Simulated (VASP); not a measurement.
# I (Fmmm) in VASP: a series of runs

The runs below take I through single point, with PBEsol, r2SCAN+D3(BJ).

All numbers are computed with VASP 6.6.1; they aren't measurements. Logs are shortened: lines on timing, memory, paths and dates and some standing lists are left out, and cuts for length are marked.

## (1) The cell of the first run

Symmetry: Fmmm, No. 69, orthorhombic system. The conventional cell has a = 4.470 Å, b = 4.824 Å, c = 7.973 Å, α = 90.00°, β = 90.00°, γ = 90.00°. I (site symmetry mmm) has 16 I at 3.29 to 4.82 Å within 4.9 Å.

## (2) Single point, PBEsol

INCAR

```
  ALGO = Normal
  EDIFF = 1E-6
  ENCUT = 520
  GGA = PS
  ISIF = 2
  ISMEAR = -1
  LASPH = T
  LCHARG = F
  LREAL = F
  LWAVE = F
  NBANDS = 10
  NELM = 80
  PREC = Accurate
  SIGMA = 0.05
```

KPOINTS

```
k-points
0
Gamma
  9 9 9
```

POSCAR

```
I
1.0
    0.0000000000      2.4119965442      3.9865231326
    2.2352415877      0.0000000000      3.9865231326
    2.2352415877      2.4119965442      0.0000000000
I
1
Direct
    0.0000000000      0.0000000000      0.0000000000
```

Potentials or basis: VASP PAW PBE potentials, release 64 (I).

Run with:

```console
$ cat potpaw_PBE.64/I/POTCAR > POTCAR
$ mpirun -np 1 vasp_std > vasp.out
```

OUTCAR:

```text
EDIFF = 1E-6
   ENCUT = 520
   GGA = PS
   ISIF = 2
   ISMEAR = -1
   LASPH = T
   LREAL = F
   NELM = 80
   PREC = Accurate

 ion  position               nearest neighbor table
   1  0.000  0.000  0.000-

  LATTYP: Found a face centered orthorhombic cell.
 ALAT       =     4.4704831754
 B/A-ratio  =     1.0790764441
 C/A-ratio  =     1.7834864717

  Lattice vectors:

 A1 = (   0.0000000000,   2.4119965442,   3.9865231326)
 A2 = (   2.2352415877,   0.0000000000,   3.9865231326)
 A3 = (   2.2352415877,   2.4119965442,   0.0000000000)

Analysis of symmetry for initial positions (statically):
=====================================================================
 Subroutine PRICEL returns:
 Original cell was already a primitive cell.

 Routine SETGRP: Setting up the symmetry group for a
 face centered orthorhombic supercell.

 Subroutine GETGRP returns: Found  8 space group operations
 (whereof  8 operations were pure point group operations)
 out of a pool of  8 trial point group operations.

The static configuration has the point symmetry D_2h.

Analysis of symmetry for dynamics (positions and initial velocities):
=====================================================================
 Subroutine PRICEL returns:
 Original cell was already a primitive cell.

 Routine SETGRP: Setting up the symmetry group for a
 face centered orthorhombic supercell.

 Subroutine GETGRP returns: Found  8 space group operations
 (whereof  8 operations were pure point group operations)
 out of a pool of  8 trial point group operations.

The dynamic configuration has the point symmetry D_2h.

 Subroutine INISYM returns: Found  8 space group operations
 (whereof  8 operations are pure point group operations),
 and found     1 'primitive' translations

----------------------------------------------------------------------------------------

                                     Primitive cell

  volume of cell :      42.9858

  direct lattice vectors                    reciprocal lattice vectors
     0.000000000  2.411996544  3.986523133    -0.223689467  0.207297146  0.125422576
     2.235241588  0.000000000  3.986523133     0.223689467 -0.207297146  0.125422576
     2.235241588  2.411996544  0.000000000     0.223689467  0.207297146 -0.125422576

  length of vectors
     4.659409192  4.570412634  3.288469596     0.329757346  0.329757346  0.329757346

  position of ions in fractional coordinates (direct lattice)
     0.000000000  0.000000000  0.000000000

  ion indices of the primitive-cell ions
   primitive index   ion index
                 1           1

----------------------------------------------------------------------------------------

 KPOINTS: k-points

Automatic generation of k-mesh.
 Grid dimensions read from file:
 generate k-points for:    9    9    9

 Generating k-lattice:

  Cartesian coordinates                     Fractional coordinates (reciprocal lattice)
    -0.024854385  0.023033016  0.013935842     0.111111111  0.000000000  0.000000000
     0.024854385 -0.023033016  0.013935842    -0.000000000  0.111111111 -0.000000000
     0.024854385  0.023033016 -0.013935842     0.000000000 -0.000000000  0.111111111

  Length of vectors
     0.036639705  0.036639705  0.036639705

  Shift w.r.t. Gamma in fractional coordinates (k-lattice)
     0.000000000  0.000000000  0.000000000

 Subroutine IBZKPT returns following result:
 ===========================================

 Found    125 irreducible k-points:

 Following reciprocal coordinates:
            Coordinates               Weight
  0.000000  0.000000  0.000000      1.000000
  0.111111 -0.000000  0.000000      8.000000
  0.222222 -0.000000 -0.000000      8.000000
  0.333333 -0.000000 -0.000000      8.000000
  0.444444 -0.000000 -0.000000      8.000000
  0.111111  0.111111  0.000000      2.000000
[... 16 lines left out ...]
 -0.333333  0.333333  0.000000      4.000000
  0.444444  0.444444  0.000000      2.000000
 [... further k-points ...]
   k-points           NKPTS =    125   k-points in BZ     NKDIM =    125   number of bands    NBANDS=     10
   number of dos      NEDOS =    301   number of ions     NIONS =      1
   total plane-waves  NPLWV =  31104
   dimension x,y,z NGX =    36 NGY =   36 NGZ =   24
   dimension x,y,z NGXF=    72 NGYF=   72 NGZF=   48
   ions per type =               1
   NGX,Y,Z   is equivalent  to a cutoff of  12.84, 13.09, 12.13 a.u.
   NGXF,Y,Z  is equivalent  to a cutoff of  25.69, 26.19, 24.27 a.u.
 SYSTEM =  unknown system
   PREC   = accura    normal or accurate (medium, high low for compatibility)
   ISTART =      0    job   : 0-new  1-cont  2-samecut
   ICHARG =      2    charge: 1-file 2-atom 10-const
   ISPIN  =      1    spin polarized calculation?
   LNONCOLLINEAR =      F non collinear calculations
   LSORBIT =      F    spin-orbit coupling
   LASPH  =      T    aspherical Exc in radial PAW
   ENCUT  =  520.0 eV  38.22 Ry    6.18 a.u.   8.66  8.50  6.11*2*pi/ulx,y,z
   NELM   =     80;   NELMIN=  2; NELMDL= -5     # of ELM steps
   EDIFF  = 0.1E-05   stopping-criterion for ELM
   LREAL  =      F    real-space projection
   EDIFFG = 0.1E-04   stopping-criterion for IOM
   NSW    =      0    number of steps for IOM
   IBRION =     -1    ionic relax: 0-MD 1-quasi-New 2-CG
   NFREE  =      0    steps in history (QN), initial steepest desc. (CG)
   ISIF   =      2    stress and relaxation
   ISYM   =      2    0-nonsym 1-usesym 2-fastsym
   POTIM  = 0.5000    time-step for ionic-motion
   TEBEG  =    0.0;   TEEND  =   0.0 temperature during run
   PSTRESS=    0.0 pullay stress
   NELECT =       7.0000    total number of electrons
   NUPDOWN=      -1.0000    fix difference up-down
   EMIN   =  10.00;   EMAX   =-10.00  energy-range for DOS
   EFERMI =   0.00;   METHOD = LEGACY
   ISMEAR =    -1;   SIGMA  =   0.05  broadening in eV -4-tet -1-fermi 0-gaus
   EFERMI_NEDOS =   21; number of points for ismear=-14 and -15
   IALGO  =     38    algorithm
   IMIX   =      4    mixing-type and parameters
     AMIX     =   0.40;   BMIX     =  1.00
     AMIX_MAG =   1.60;   BMIX_MAG =  1.00
  volume/ion in A,a.u.               =      42.99       290.08
  Fermi-wavevector in a.u.,A,eV,Ry     =   0.893989  1.689395 10.874008  0.799217
  Thomas-Fermi vector in A             =   2.016137
   LORBIT       =      0    0 simple, 1 ext, 2 COOP (PROOUT), +10 PAW based schemes
   GGA     = PS    functional components
   LHFCALC =     F    Hartree Fock is set to
   AEXX    =    0.0000 exact exchange contribution
   IVDW    =     0    specifies the selected vdW correction
   LEPSILON=     F    determine dielectric tensor
   LRPA    =     F    only Hartree local field effects (RPA)
 non-spin polarized calculation
  energy-cutoff  :      520.00
  volume of cell :       42.99
 maximum number of plane-waves:      1181
   NGX = 17   NGY = 17   NGZ = 13

 number of electron       7.0000000 magnetization

 Free energy of the ion-electron system (eV)
  ---------------------------------------------------
  ext. energy  EPLUGINS =         0.00000000
  ---------------------------------------------------
  free energy    TOTEN  =        -1.62668210 eV

  energy without entropy =       -1.62064202  energy(sigma->0) =       -1.62366206

 E-fermi :   2.7029     XC(G=0):  -8.1885

 val. band max:        2.7000541090   @ k =  -0.2222   0.0000   0.1111
 cond. band min:       2.7216337265   @ k =   0.3333   0.2222   0.1111
 fundamental gap:      0.0215796176
 Fermi energy:         2.7029020963

 k-point     1 :       0.0000    0.0000    0.0000
  band No.  band energies     occupation
      1     -10.8286      2.00000
      2       0.9582      2.00000
      3       3.4101      0.00000
      4       3.6584      0.00000
      5       7.2200      0.00000
      6      10.2616      0.00000
      7      10.7088      0.00000
      8      14.7278      0.00000
      9      14.9729      0.00000
     10      15.0227      0.00000

 k-point     2 :       0.1111   -0.0000    0.0000
  band No.  band energies     occupation
      1     -10.7100      2.00000
      2       0.9560      2.00000
      3       2.5124      1.95666
      4       3.6188      0.00000
      5       7.5866      0.00000
      6      10.5560      0.00000
      7      11.7257      0.00000
      8      12.6458      0.00000
      9      15.0197      0.00000
     10      15.6969      0.00000

 k-point     3 :       0.2222   -0.0000   -0.0000
  band No.  band energies     occupation
      1     -10.3811      2.00000
      2       0.5949      2.00000
      3       1.0651      2.00000
      4       3.8064      0.00000
      5       8.3116      0.00000
      6      10.7561      0.00000
      7      11.0015      0.00000
      8      14.2896      0.00000
      9      15.4321      0.00000
     10      16.1027      0.00000

 k-point     4 :       0.3333   -0.0000   -0.0000
  band No.  band energies     occupation
      1      -9.9404      2.00000
      2      -0.9997      2.00000
      3       1.0863      2.00000
      4       4.0489      0.00000
      5       8.2572      0.00000
      6      10.9303      0.00000
      7      11.3722      0.00000
      8      14.6547      0.00000
      9      16.0970      0.00000
     10      16.5829      0.00000
[... 222 lines left out ...]
 k-point    22 :      -0.4444    0.3333    0.0000
  band No.  band energies     occupation
      1     -10.2224      2.00000
      2      -0.4284      2.00000
      3       0.5258      2.00000
      4       3.6741      0.00000
      5      10.3456      0.00000
      6      11.1933      0.00000
      7      13.3679      0.00000
      8      15.7798      0.00000
      9      16.2323      0.00000
     10      16.4061      0.00000

 k-point    23 :      -0.3333    0.3333    0.0000
  band No.  band energies     occupation
      1      -9.8350      2.00000
      2      -1.0717      2.00000
      3       0.1183      2.00000
      4       3.9656      0.00000
      5       9.9797      0.00000
      6      10.9225      0.00000
      7      12.9161      0.00000
      8      14.9564      0.00000
      9      16.6533      0.00000
     10      16.9387      0.00000

 k-point    24 :       0.4444    0.4444    0.0000
  band No.  band energies     occupation
      1     -10.6235      2.00000
      2      -0.9416      2.00000
      3       3.2208      0.00006
      4       3.4877      0.00000
      5       9.7703      0.00000
      6       9.8359      0.00000
      7      12.6297      0.00000
      8      17.1294      0.00000
      9      17.3787      0.00000
     10      17.5525      0.00000

 [... further k-points ...]
[... 5 lines left out ...]
  --------------------------------------------------------------------------------------
  -------------------------------------------------------------------------------------
  Total       -0.8689050     -1.0410756     -0.1145777      0.0000000      0.0000000      0.0000000
  in kB      -32.3860103    -38.8031891     -4.2705626      0.0000000      0.0000000      0.0000000
  external PRESSURE =     -25.1532540 kB  Pullay stress =       0.0000000 kB

 VOLUME and BASIS-vectors are now :
 -----------------------------------------------------------------------------
  energy-cutoff  :      520.00
  volume of cell :       42.99
      direct lattice vectors                 reciprocal lattice vectors
     0.000000000  2.411996544  3.986523133    -0.223689467  0.207297146  0.125422576
     2.235241588  0.000000000  3.986523133     0.223689467 -0.207297146  0.125422576
     2.235241588  2.411996544  0.000000000     0.223689467  0.207297146 -0.125422576

 POSITION                                       TOTAL-FORCE (eV/Angst)
 -----------------------------------------------------------------------------------
      0.00000      0.00000      0.00000         0.000000      0.000000     -0.000000
 -----------------------------------------------------------------------------------
    total drift:                                0.000000      0.000000      0.000000

  FREE ENERGIE OF THE ION-ELECTRON SYSTEM (eV)
  ---------------------------------------------------
  free  energy   TOTEN  =        -1.6266821048 eV

  energy  without entropy=       -1.6206420242  energy(sigma->0) =       -1.62366206
```

Run time: 49 s. Hardware: 1 thread of Intel Xeon 8259CL, shared host; peak memory 0.21 GiB.

What came out:

```
Free energy            : -1.6267 eV
Pressure               : -2.5 GPa
Band gap on the k mesh : zero (an odd number of electrons rules out a gap without spin polarisation)
```

Stress tensor (GPa, compression positive):
```
-3.24  0.00  0.00
 0.00 -3.88  0.00
 0.00  0.00 -0.43
```

Levels at points of the mesh, in eV from the Fermi level:
| k point | band 1 | band 2 | band 3 | band 4 | band 5 | band 6 | band 7 | band 8 | band 9 |
| --- | --- | --- | --- | --- | --- | --- | --- | --- | --- |
| (0.00, 0.00, 0.00) | -13.53 | -1.74 | 0.71 | 0.96 | 4.52 | 7.56 | 8.01 | 12.02 | 12.27 |

Caveat: the PAW data sets were made with another functional, which shifts forces and pressure a little; spin-orbit coupling is left out, which moves the levels of the heavy elements; an odd number of electrons without spin polarisation forces a metal; a magnetic or distorted state may lie lower.

(Continued in part 2 of 3.)

The gap in the log of VASP goes by the Fermi energy; the results here count the filled bands.